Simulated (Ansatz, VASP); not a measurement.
**Two plane-wave programs on MgZnTe3**

The input INCAR:

```
SYSTEM = MgZnTe3
PREC = Accurate ; ENCUT = 520
EDIFF = 1E-7 ; ISMEAR = 0
SIGMA = 0.1 ; LREAL = .FALSE.
LASPH = .TRUE. ; NELM = 100
ALGO = Normal ; ISIF = 2
LWAVE = .FALSE. ; LCHARG = .FALSE.
GGA = PE ; NBANDS = 24
```

KPOINTS

```
regular mesh
0
G
  4 4 4
  0 0 0
```

POSCAR

```
MgZnTe3
1.0
    5.2439201200      0.0000000000      0.0000000000
    0.0000000000      5.2439201200      0.0000000000
    0.0000000000      0.0000000000      5.2439201200
Mg Zn Te
1 1 3
Direct
    0.0000000000      0.0000000000      0.0000000000
    0.5000000000      0.5000000000      0.5000000000
    0.0000000000      0.5000000000      0.5000000000
    0.5000000000      0.5000000000      0.0000000000
    0.5000000000      0.0000000000      0.5000000000
```

Input for Ansatz:

```yaml
crystal:
  lattice:
    - [5.24392012, 0.0, 0.0]
    - [0.0, 5.24392012, 0.0]
    - [0.0, 0.0, 5.24392012]
  atoms:
    - { symbol: Mg, position: [0.0, 0.0, 0.0] }
    - { symbol: Zn, position: [0.5, 0.5, 0.5] }
    - { symbol: Te, position: [0.0, 0.5, 0.5] }
    - { symbol: Te, position: [0.5, 0.5, 0.0] }
    - { symbol: Te, position: [0.5, 0.0, 0.5] }
basis:
  ecutwfc: 420
kpoints:
  mp_grid: { grid: [4, 4, 4] }
hamiltonian:
  xc: pbe
scf:
  occupations: { method: gaussian, width: 0.1 }
  lower_state_search: "off"
output:
  forces: true
  stress: true
  eigenvalues: true
```

Change from the starting cell: species swapped into the ZrBRh3 type (Pm-3m, No. 221).

Alike in both runs: task single point; functional PBE; k mesh 4 × 4 × 4; occupations gaussian, width 0.1 eV; no spin polarisation.

|  | VASP | Ansatz |
| --- | --- | --- |
| version | VASP 6.6.1 | Ansatz 0.2.0 |
| potentials or method | VASP PAW PBE potentials, release 64 (Mg, Zn, Te), cutoff 520 eV | scalar-relativistic, plane waves, PAW |
| valence electrons in the cell | 32 | 70 |

|  | VASP | Ansatz | Ansatz less VASP |
| --- | --- | --- | --- |
| gap on the k mesh at the Fermi level (eV) | none | none | - |
| pressure (GPa) | 2.3 | 2.2 | -0.03 |

A gap of «none» marks a metal or a gap that the smearing closes. VASP's potentials hold 32 valence electrons a cell and Ansatz's 70, so a difference there can come from the potentials and not from the codes.

Spin-orbit coupling is off throughout.
